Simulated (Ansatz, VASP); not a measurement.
One calculation of RbCl, two programs

Contents of POSCAR:

```
RbCl
1.0
    0.0000000000      3.2622058454      3.2622058454
    3.2622058454      0.0000000000      3.2622058454
    3.2622058454      3.2622058454      0.0000000000
Rb Cl
1 1
Direct
    0.5000000000      0.5000000000      0.5000000000
    0.0000000000      0.0000000000      0.0000000000
```

INCAR.step1

```
SYSTEM = RbCl
PREC = Accurate ; ENCUT = 550
ISMEAR = 0 ; SIGMA = 0.05
LREAL = .FALSE. ; LASPH = .TRUE.
NELM = 120 ; NBANDS = 15
GGA = PE ; ALGO = Normal
EDIFF = 1E-5 ; LWAVE = .TRUE.
LCHARG = .FALSE. ; GGA_COMPAT = .FALSE.
```

File INCAR.step2:

```
SYSTEM = RbCl
PREC = Accurate ; ENCUT = 550
EDIFF = 1E-6 ; ISMEAR = 0
SIGMA = 0.05 ; LREAL = .FALSE.
LASPH = .TRUE. ; NELM = 120
ALGO = Normal ; ISIF = 2
LWAVE = .FALSE. ; LCHARG = .FALSE.
METAGGA = R2SCAN ; LMIXTAU = .TRUE.
NBANDS = 15 ; ISTART = 1
GGA_COMPAT = .FALSE.
```

The input KPOINTS:

```
Automatic mesh
0
G
  6 6 6
  0 0 0
```

Input for Ansatz:

```yaml
crystal:
  lattice:
    - [0.0, 3.2622058454, 3.2622058454]
    - [3.2622058454, 0.0, 3.2622058454]
    - [3.2622058454, 3.2622058454, 0.0]
  atoms:
    - { symbol: Rb, position: [0.5, 0.5, 0.5] }
    - { symbol: Cl, position: [0.0, 0.0, 0.0] }
basis:
  ecutwfc: 500
  ecutrho_ratio: 4
kpoints:
  mp_grid: { grid: [6, 6, 6] }
hamiltonian:
  xc: r2scan
scf:
  occupations: { method: gaussian, width: 0.05 }
output:
  forces: true
  stress: true
  eigenvalues: true
```

Alike in both runs: task single point; functional r2SCAN; k mesh 6 × 6 × 6; occupations gaussian, width 0.05 eV; no spin polarisation.

|  | VASP | Ansatz |
| --- | --- | --- |
| version | VASP 6.6.1 | Ansatz 0.2.0 |
| potentials or method | VASP PAW PBE potentials, release 64 (Rb_sv, Cl), cutoff 550 eV | scalar-relativistic, plane waves, PAW |
| valence electrons in the cell | 16 | 16 |

```tsv
	VASP	Ansatz	Ansatz less VASP
gap on the k mesh at the Fermi level (eV)	5.69	5.69	0.000
least direct gap on the mesh (eV)	5.69	5.69	0.000
pressure (GPa)	0.8	0.8	-0.01
```

VASP's potentials were made for PBE, not for r2SCAN.
